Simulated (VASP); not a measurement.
**Ga2O3: single point with PBE**

Ga2O3:

```
Ga O
1.0
     2.59194    1.49646    4.42751
    -2.59194    1.49646    4.42751
     0.00000   -2.99292    4.42751
Ga O
4 6
Direct
  0.35587 0.35587 0.35587
  0.14413 0.14413 0.14413
  0.64413 0.64413 0.64413
  0.85587 0.85587 0.85587
  0.55317 0.94683 0.25000
  0.25000 0.55317 0.94683
  0.94683 0.25000 0.55317
  0.44683 0.05317 0.75000
  0.75000 0.44683 0.05317
  0.05317 0.75000 0.44683
```

This cell differs from its parent crystal: strain +0.025 along x and y, -0.025 along z.

```yaml
Program: VASP 6.6.1
Task: single point
Functional: PBE
Potentials_or_basis: VASP PAW PBE potentials, release 64 (Ga_d, O)
Cutoff: 520 eV
k_mesh: 6 × 6 × 6
Occupations: gaussian, width 0.05 eV
Spin: no spin polarisation
```

| Item | Value |
| --- | --- |
| Pressure | -4.3 GPa |
| Largest force | 0.257 eV/Å |
| Band gap on the k mesh | 2.02 eV (least direct gap 2.17 eV) |

Forces in eV/Å, atoms in the order of the input:
```
Ga   0.000  0.000  0.257
Ga   0.000  0.000 -0.257
Ga   0.000  0.000 -0.257
Ga   0.000  0.000  0.257
O   -0.006  0.000  0.000
O    0.003 -0.006  0.000
O    0.003  0.006  0.000
O    0.006  0.000  0.000
O   -0.003  0.006  0.000
O   -0.003 -0.006  0.000
```

Stress tensor (GPa, compression positive):
```
-8.47  0.00  0.00
 0.00 -8.47  0.00
 0.00  0.00  4.11
```

Levels at points of the mesh, in eV from the valence-band top:
```csv
k point,band 40,band 41,band 42,band 43,band 44,band 45,band 46,band 47,band 48,band 49
"(0.00, 0.00, 0.00)",-0.41,-0.41,-0.31,-0.31,-0.15,2.02,6.12,6.12,7.83,9.28
"(0.50, 0.00, 0.00)",-1.21,-0.86,-0.86,-0.14,-0.14,5.72,5.72,5.99,5.99,9.18
"(0.50, 0.50, 0.00)",-1.07,-0.90,-0.63,-0.23,-0.15,5.78,6.00,6.73,6.86,8.26
"(0.50, 0.50, 0.50)",-1.38,-0.45,-0.45,-0.45,-0.45,5.12,5.12,7.23,7.23,8.69
```

Wall time 6.2 min on 1 thread of Intel Xeon 8259CL (shared host), peak memory 0.31 GiB.

Caveat: the cell differs from its parent crystal (strain +0.025 along x and y, -0.025 along z); the cell stands under tension. A k mesh can miss the band edges.
